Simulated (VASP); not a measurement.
# Al2Ga3N5 (an interface model) in VASP: notebook

Runs on Al2Ga3N5 (an interface model). Level: PBE. Tasks: single point.

All numbers are computed with VASP 6.6.1; they aren't measurements. Logs are shortened: lines on timing, memory, paths and dates and some standing lists are left out, and cuts for length are marked.

## (1) The cell of the first run

The cell holds layers of an interface, 20 atoms: a = 3.218 Å, b = 3.218 Å, c = 25.649 Å, α = 90.00°, β = 90.00°, γ = 120.00°.

## (2) Single point, PBE

INCAR

```
PREC = Accurate ; ENCUT = 520
EDIFF = 1E-7 ; ISMEAR = 0
SIGMA = 0.05 ; LREAL = Auto
LASPH = T ; NELM = 80
ALGO = Normal ; ISIF = 2
LWAVE = F ; LCHARG = T
GGA = PE ; LELF = T
LVHAR = T ; NBANDS = 86
```

KPOINTS

```
regular mesh
0
Gamma
  9 9 1
```

POSCAR

```
Al2Ga3N5
1.0
    3.2183708026      0.0000000000      0.0000000000
   -1.6091854013      2.7871908738      0.0000000000
    0.0000000000      0.0000000000     25.6491882040
N Ga Al
10 6 4
Direct
    0.6666666667      0.3333333333      0.0188337352
    0.3333333333      0.6666666667      0.1213669047
    0.6666666667      0.3333333333      0.2235187085
    0.3333333333      0.6666666667      0.3256895141
    0.6666666667      0.3333333333      0.4278636276
    0.3333333333      0.6666666667      0.5300234889
    0.6666666667      0.3333333333      0.6324679759
    0.3333333333      0.6666666667      0.7287719695
    0.6666666667      0.3333333333      0.8254113477
    0.3333333333      0.6666666667      0.9220704628
    0.3333333333      0.6666666667      0.0440283018
    0.6666666667      0.3333333333      0.1461497552
    0.3333333333      0.6666666667      0.2483137666
    0.6666666667      0.3333333333      0.3504838037
    0.3333333333      0.6666666667      0.4526455093
    0.6666666667      0.3333333333      0.5549202248
    0.3333333333      0.6666666667      0.6543088877
    0.6666666667      0.3333333333      0.7510106357
    0.3333333333      0.6666666667      0.8476556647
    0.6666666667      0.3333333333      0.9442536239
```

Potentials or basis: VASP PAW PBE potentials, release 64 (N, Ga_d, Al).

Run with:

```
$ cat potpaw_PBE.64/N/POTCAR potpaw_PBE.64/Ga_d/POTCAR potpaw_PBE.64/Al/POTCAR > POTCAR
$ mpirun -np 1 vasp_std > vasp.out
```

OUTCAR:

```text
PREC = Accurate
   ENCUT = 520
   EDIFF = 1E-7
   ISMEAR = 0
   LREAL = Auto
   LASPH = T
   NELM = 80
   ISIF = 2
   GGA = PE

 ion  position               nearest neighbor table
   1  0.667  0.333  0.019-  20 1.91  11 1.97  11 1.97  11 1.97
   2  0.333  0.667  0.121-  12 1.96  12 1.96  12 1.96  11 1.98
   3  0.667  0.333  0.224-  13 1.96  13 1.96  13 1.96  12 1.98
   4  0.333  0.667  0.326-  14 1.96  14 1.96  14 1.96  13 1.98
   5  0.667  0.333  0.428-  15 1.96  15 1.96  15 1.96  14 1.98
   6  0.333  0.667  0.530-  16 1.96  16 1.96  16 1.96  15 1.98
[... 8 lines left out ...]
  15  0.333  0.667  0.453-   5 1.96   5 1.96   5 1.96   6 1.98
  16  0.667  0.333  0.555-   6 1.96   6 1.96   6 1.96   7 1.99
  17  0.333  0.667  0.654-   8 1.91   7 1.94   7 1.94   7 1.94  18 3.10  18 3.10  18 3.10
  18  0.667  0.333  0.751-   9 1.91   8 1.94   8 1.94   8 1.94  19 3.10  19 3.10  19 3.10  17 3.10
                            17 3.10  17 3.10
  19  0.333  0.667  0.848-  10 1.91   9 1.94   9 1.94   9 1.94  20 3.10  20 3.10  20 3.10  18 3.10
                            18 3.10  18 3.10
  20  0.667  0.333  0.944-   1 1.91  10 1.94  10 1.94  10 1.94  19 3.10  19 3.10  19 3.10

  LATTYP: Found a hexagonal cell.
 ALAT       =     3.2183708026
 C/A-ratio  =     7.9696187224

  Lattice vectors:

 A1 = (   3.2183708026,   0.0000000000,   0.0000000000)
 A2 = (  -1.6091854013,   2.7871908738,   0.0000000000)
 A3 = (   0.0000000000,   0.0000000000,  25.6491882040)

Analysis of symmetry for initial positions (statically):
=====================================================================
 Subroutine PRICEL returns:
 Original cell was already a primitive cell.

 Routine SETGRP: Setting up the symmetry group for a
 hexagonal supercell.

 Subroutine GETGRP returns: Found  6 space group operations
 (whereof  6 operations were pure point group operations)
 out of a pool of 24 trial point group operations.

The static configuration has the point symmetry C_3v.

Analysis of symmetry for dynamics (positions and initial velocities):
=====================================================================
 Subroutine PRICEL returns:
 Original cell was already a primitive cell.

 Routine SETGRP: Setting up the symmetry group for a
 hexagonal supercell.

 Subroutine GETGRP returns: Found  6 space group operations
 (whereof  6 operations were pure point group operations)
 out of a pool of 24 trial point group operations.

The dynamic configuration has the point symmetry C_3v.

 Subroutine INISYM returns: Found  6 space group operations
 (whereof  6 operations are pure point group operations),
 and found     1 'primitive' translations

----------------------------------------------------------------------------------------

                                     Primitive cell

  volume of cell :     230.0787

  direct lattice vectors                    reciprocal lattice vectors
     3.218370803  0.000000000  0.000000000     0.310716217  0.179392091  0.000000000
    -1.609185401  2.787190874  0.000000000     0.000000000  0.358784183  0.000000000
     0.000000000  0.000000000 25.649188204     0.000000000  0.000000000  0.038987589

  length of vectors
     3.218370803  3.218370803 25.649188204     0.358784183  0.358784183  0.038987589

  position of ions in fractional coordinates (direct lattice)
     0.666666667  0.333333333  0.018833735
     0.333333333  0.666666667  0.121366905
     0.666666667  0.333333333  0.223518709
     0.333333333  0.666666667  0.325689514
     0.666666667  0.333333333  0.427863628
     0.333333333  0.666666667  0.530023489
[... 12 lines left out ...]
     0.333333333  0.666666667  0.847655665
     0.666666667  0.333333333  0.944253624

  ion indices of the primitive-cell ions
   primitive index   ion index
                 1           1
                 2           2
                 3           3
                 4           4
                 5           5
                 6           6
[... 12 lines left out ...]
                19          19
                20          20

----------------------------------------------------------------------------------------

 KPOINTS: regular mesh

Automatic generation of k-mesh.
 Grid dimensions read from file:
 generate k-points for:    9    9    1

 Generating k-lattice:

  Cartesian coordinates                     Fractional coordinates (reciprocal lattice)
     0.034524024  0.019932455  0.000000000     0.111111111  0.000000000  0.000000000
     0.000000000  0.039864909  0.000000000     0.000000000  0.111111111  0.000000000
     0.000000000  0.000000000  0.038987589     0.000000000  0.000000000  1.000000000

  Length of vectors
     0.039864909  0.039864909  0.038987589

  Shift w.r.t. Gamma in fractional coordinates (k-lattice)
     0.000000000  0.000000000  0.000000000

 Subroutine IBZKPT returns following result:
 ===========================================

 Found     12 irreducible k-points:

 Following reciprocal coordinates:
            Coordinates               Weight
  0.000000  0.000000  0.000000      1.000000
  0.111111 -0.000000  0.000000      6.000000
  0.222222  0.000000  0.000000      6.000000
  0.333333  0.000000  0.000000      6.000000
  0.444444  0.000000  0.000000      6.000000
  0.111111  0.111111  0.000000      6.000000
  0.222222  0.111111  0.000000     12.000000
  0.333333  0.111111  0.000000     12.000000
  0.444444  0.111111  0.000000      6.000000
  0.222222  0.222222  0.000000      6.000000
  0.333333  0.222222  0.000000     12.000000
  0.333333  0.333333  0.000000      2.000000
   k-points           NKPTS =     12   k-points in BZ     NKDIM =     12   number of bands    NBANDS=     86
   number of dos      NEDOS =    301   number of ions     NIONS =     20
   total plane-waves  NPLWV = 110592
   dimension x,y,z NGX =    24 NGY =   24 NGZ =  192
   dimension x,y,z NGXF=    48 NGYF=   48 NGZF=  384
   ions per type =              10   6   4
   NGX,Y,Z   is equivalent  to a cutoff of  12.40, 12.40, 12.44 a.u.
   NGXF,Y,Z  is equivalent  to a cutoff of  24.79, 24.79, 24.89 a.u.
 SYSTEM =  unknown system
   PREC   = accura    normal or accurate (medium, high low for compatibility)
   ISTART =      0    job   : 0-new  1-cont  2-samecut
   ICHARG =      2    charge: 1-file 2-atom 10-const
   ISPIN  =      1    spin polarized calculation?
   LNONCOLLINEAR =      F non collinear calculations
   LSORBIT =      F    spin-orbit coupling
   LASPH  =      T    aspherical Exc in radial PAW
   ENCUT  =  520.0 eV  38.22 Ry    6.18 a.u.   5.98  5.98 47.69*2*pi/ulx,y,z
   NELM   =     80;   NELMIN=  2; NELMDL= -5     # of ELM steps
   EDIFF  = 0.1E-06   stopping-criterion for ELM
   LREAL  =      T    real-space projection
   EDIFFG = 0.1E-05   stopping-criterion for IOM
   NSW    =      0    number of steps for IOM
   IBRION =     -1    ionic relax: 0-MD 1-quasi-New 2-CG
   NFREE  =      0    steps in history (QN), initial steepest desc. (CG)
   ISIF   =      2    stress and relaxation
   ISYM   =      2    0-nonsym 1-usesym 2-fastsym
   POTIM  = 0.5000    time-step for ionic-motion
   TEBEG  =    0.0;   TEEND  =   0.0 temperature during run
   PSTRESS=    0.0 pullay stress
   NELECT =     140.0000    total number of electrons
   NUPDOWN=      -1.0000    fix difference up-down
   EMIN   =  10.00;   EMAX   =-10.00  energy-range for DOS
   EFERMI =   0.00;   METHOD = LEGACY
   ISMEAR =     0;   SIGMA  =   0.05  broadening in eV -4-tet -1-fermi 0-gaus
   EFERMI_NEDOS =   21; number of points for ismear=-14 and -15
   IALGO  =     38    algorithm
   IMIX   =      4    mixing-type and parameters
     AMIX     =   0.40;   BMIX     =  1.00
     AMIX_MAG =   1.60;   BMIX_MAG =  1.00
  volume/ion in A,a.u.               =      11.50        77.63
  Fermi-wavevector in a.u.,A,eV,Ry     =   1.387263  2.621546 26.184382  1.924498
  Thomas-Fermi vector in A             =   2.511500
   LORBIT       =      0    0 simple, 1 ext, 2 COOP (PROOUT), +10 PAW based schemes
   GGA     = PE    functional components
   LHFCALC =     F    Hartree Fock is set to
   AEXX    =    0.0000 exact exchange contribution
   IVDW    =     0    specifies the selected vdW correction
   LEPSILON=     F    determine dielectric tensor
   LRPA    =     F    only Hartree local field effects (RPA)
 non-spin polarized calculation
 Gauss-broadening in eV      SIGMA  =   0.05
  energy-cutoff  :      520.00
  volume of cell :      230.08
 maximum number of plane-waves:      6258
 NGX is ok and might be reduce to    24
   NGX = 11   NGY = 11   NGZ = 95

 number of electron     139.9999951 magnetization

 Free energy of the ion-electron system (eV)
  ---------------------------------------------------
  ext. energy  EPLUGINS =         0.00000000
  ---------------------------------------------------
  free energy    TOTEN  =      -132.32920337 eV

  energy without entropy =     -132.32920337  energy(sigma->0) =     -132.32920337

 E-fermi :   5.7504     XC(G=0): -11.1756

 val. band max:        5.4809710529   @ k =   0.0000   0.0000   0.0000
 cond. band min:       7.4509633322   @ k =   0.0000   0.0000   0.0000
 fundamental gap:      1.9699922793
 Fermi energy:         5.7503575450

 k-point     1 :       0.0000    0.0000    0.0000
  band No.  band energies     occupation
      1     -10.3526      2.00000
      2     -10.1230      2.00000
      3      -9.9654      2.00000
      4      -9.8024      2.00000
      5      -9.7360      2.00000
      6      -9.5704      2.00000
[... 74 lines left out ...]
     81      13.7961      0.00000
     82      13.8750      0.00000

 k-point     2 :       0.1111   -0.0000    0.0000
  band No.  band energies     occupation
      1     -10.2429      2.00000
      2     -10.0199      2.00000
      3      -9.8583      2.00000
      4      -9.7109      2.00000
      5      -9.6612      2.00000
      6      -9.5118      2.00000
[... 74 lines left out ...]
     81      13.3496      0.00000
     82      13.4199      0.00000
[... 763 lines left out ...]
     81      12.5121      0.00000
     82      12.7407      0.00000

 k-point    12 :       0.3333    0.3333    0.0000
  band No.  band energies     occupation
      1      -9.5667      2.00000
      2      -9.4695      2.00000
      3      -9.3699      2.00000
      4      -9.2717      2.00000
      5      -9.1759      2.00000
      6      -8.9212      2.00000
[... 74 lines left out ...]
     81      12.7123      0.00000
     82      12.7651      0.00000
 [bands above 82 left out]

------------------------ aborting loop because EDIFF is reached ----------------------------------------

  FORCE on cell =-STRESS in cart. coord.  units (eV):
  Direction    XX          YY          ZZ          XY          YZ          ZX
  --------------------------------------------------------------------------------------
  -------------------------------------------------------------------------------------
  Total       -6.5480969     -6.5480969     -0.1231698      0.0000000     -0.0000000     -0.0000000
  in kB      -45.5983643    -45.5983643     -0.8577062      0.0000000     -0.0000000     -0.0000000
  external PRESSURE =     -30.6848116 kB  Pullay stress =       0.0000000 kB

 VOLUME and BASIS-vectors are now :
 -----------------------------------------------------------------------------
  energy-cutoff  :      520.00
  volume of cell :      230.08
      direct lattice vectors                 reciprocal lattice vectors
     3.218370803  0.000000000  0.000000000     0.310716217  0.179392091  0.000000000
    -1.609185401  2.787190874  0.000000000     0.000000000  0.358784183  0.000000000
     0.000000000  0.000000000 25.649188204     0.000000000  0.000000000  0.038987589

 POSITION                                       TOTAL-FORCE (eV/Angst)
 -----------------------------------------------------------------------------------
      1.60919      0.92906      0.48307        -0.000000      0.000000     -0.037445
     -0.00000      1.85813      3.11296         0.000000     -0.000000     -0.001415
      1.60919      0.92906      5.73307         0.000000      0.000000      0.003454
     -0.00000      1.85813      8.35367         0.000000      0.000000      0.001840
      1.60919      0.92906     10.97435        -0.000000      0.000000      0.001639
     -0.00000      1.85813     13.59467        -0.000000     -0.000000     -0.001401
[... 12 lines left out ...]
     -0.00000      1.85813     21.74168         0.000000      0.000000     -0.001808
      1.60919      0.92906     24.21934        -0.000000      0.000000      0.011594
 -----------------------------------------------------------------------------------
    total drift:                               -0.000002     -0.000003      0.008187

  FREE ENERGIE OF THE ION-ELECTRON SYSTEM (eV)
  ---------------------------------------------------
  free  energy   TOTEN  =      -132.3292033699 eV

  energy  without entropy=     -132.3292033699  energy(sigma->0) =     -132.32920337
```

Run time: 5.8 min. Hardware: 1 thread of AMD EPYC 7R13 (Zen 3), shared host; peak memory 0.38 GiB.

Results:

```
Free energy            : -132.3292 eV
Pressure               : -3.1 GPa
Largest force          : 0.037 eV/Å
Band gap on the k mesh : 1.97 eV
```

Forces on the atoms (eV/Å):
```
N    0.000  0.000 -0.037
N    0.000  0.000 -0.001
N    0.000  0.000  0.003
N    0.000  0.000  0.002
N    0.000  0.000  0.002
N    0.000  0.000 -0.001
N    0.000  0.000  0.017
N    0.000  0.000  0.002
N    0.000  0.000  0.006
N    0.000  0.000  0.005
Ga   0.000  0.000  0.008
Ga   0.000  0.000 -0.004
Ga   0.000  0.000 -0.002
Ga   0.000  0.000  0.003
Ga   0.000  0.000 -0.005
Ga   0.000  0.000 -0.003
Al   0.000  0.000  0.000
Al   0.000  0.000 -0.003
Al   0.000  0.000 -0.002
Al   0.000  0.000  0.012
```

Stress tensor (GPa, compression positive):
```
-4.56  0.00  0.00
 0.00 -4.56  0.00
 0.00  0.00 -0.09
```

## (3) Single point, PBE

INCAR

```
ALGO     = Normal         # electronic algorithm
EDIFF    = 1E-6           # SCF threshold, eV
ENCUT    = 520            # plane-wave cutoff, eV
GGA      = PE             # functional
ISIF     = 2              # what is computed and relaxed
ISMEAR   = 0              # smearing method
LASPH    = True           # aspherical terms in the spheres
LCHARG   = False          # write CHGCAR
LREAL    = Auto         
LWAVE    = False          # write WAVECAR
NBANDS   = 86             # bands
NELM     = 60             # most SCF steps
PREC     = Accurate       # precision mode
SIGMA    = 0.05           # smearing width, eV
```

KPOINTS

```
k-points
0
Gamma
  9 9 1
```

POSCAR

```
Al2Ga3N5
1.0
    3.2183708026      0.0000000000      0.0000000000
   -1.6091854013      2.7871908738      0.0000000000
    0.0000000000      0.0000000000     25.6605027174
N Ga Al
10 6 4
Direct
    0.6666666667      0.3333333333      0.0194851989
    0.3333333333      0.6666666667      0.1216493777
    0.6666666667      0.3333333333      0.2238135566
    0.3333333333      0.6666666667      0.3259777354
    0.6666666667      0.3333333333      0.4281419142
    0.3333333333      0.6666666667      0.5303060930
    0.6666666667      0.3333333333      0.6326549797
    0.3333333333      0.6666666667      0.7287853706
    0.6666666667      0.3333333333      0.8249157616
    0.3333333333      0.6666666667      0.9210461526
    0.3333333333      0.6666666667      0.0446726978
    0.6666666667      0.3333333333      0.1468368767
    0.3333333333      0.6666666667      0.2490010555
    0.6666666667      0.3333333333      0.3511652343
    0.3333333333      0.6666666667      0.4533294131
    0.6666666667      0.3333333333      0.5554935919
    0.3333333333      0.6666666667      0.6539326383
    0.6666666667      0.3333333333      0.7500630292
    0.3333333333      0.6666666667      0.8461934202
    0.6666666667      0.3333333333      0.9423238112
```

Potentials or basis: VASP PAW PBE potentials, release 64 (N, Ga_d, Al).

Run with:

```
$ cat potpaw_PBE.64/N/POTCAR potpaw_PBE.64/Ga_d/POTCAR potpaw_PBE.64/Al/POTCAR > POTCAR
$ mpirun -np 1 vasp_std > vasp.out
```

Wall time 5.2 min (1 thread of AMD EPYC 7R13 (Zen 3), shared host); peak memory 0.38 GiB.

The run converged. Its results:

| Property | Result |
| --- | --- |
| Free energy | -132.2827 eV |
| Pressure | -3.2 GPa |
| Largest force | 0.978 eV/Å |
| Band gap on the k mesh | 1.52 eV |

Forces in eV/Å, atoms in the order of the input:
```
N    0.000  0.000 -0.676
N    0.000  0.000  0.259
N    0.000  0.000  0.258
N    0.000  0.000  0.260
N    0.000  0.000  0.263
N    0.000  0.000  0.222
N    0.000  0.000  0.010
N    0.000  0.000 -0.356
N    0.000  0.000 -0.370
N    0.000  0.000 -0.304
Ga   0.000  0.000 -0.219
Ga   0.000  0.000 -0.265
Ga   0.000  0.000 -0.262
Ga   0.000  0.000 -0.253
Ga   0.000  0.000 -0.272
Ga   0.000  0.000 -0.257
Al   0.000  0.000  0.249
Al   0.000  0.000  0.368
Al   0.000  0.000  0.366
Al   0.000  0.000  0.978
```

Stress tensor (GPa, compression positive):
```
-4.52  0.00  0.00
 0.00 -4.52  0.00
 0.00  0.00 -0.49
```

Levels at points of the mesh, in eV from the valence-band top:
| k point | band 66 | band 67 | band 68 | band 69 | band 70 | band 71 | band 72 | band 73 | band 74 | band 75 |
| --- | --- | --- | --- | --- | --- | --- | --- | --- | --- | --- |
| (0.00, 0.00, 0.00) | -0.43 | -0.38 | -0.38 | 0.00 | 0.00 | 1.52 | 2.46 | 2.87 | 3.38 | 3.61 |
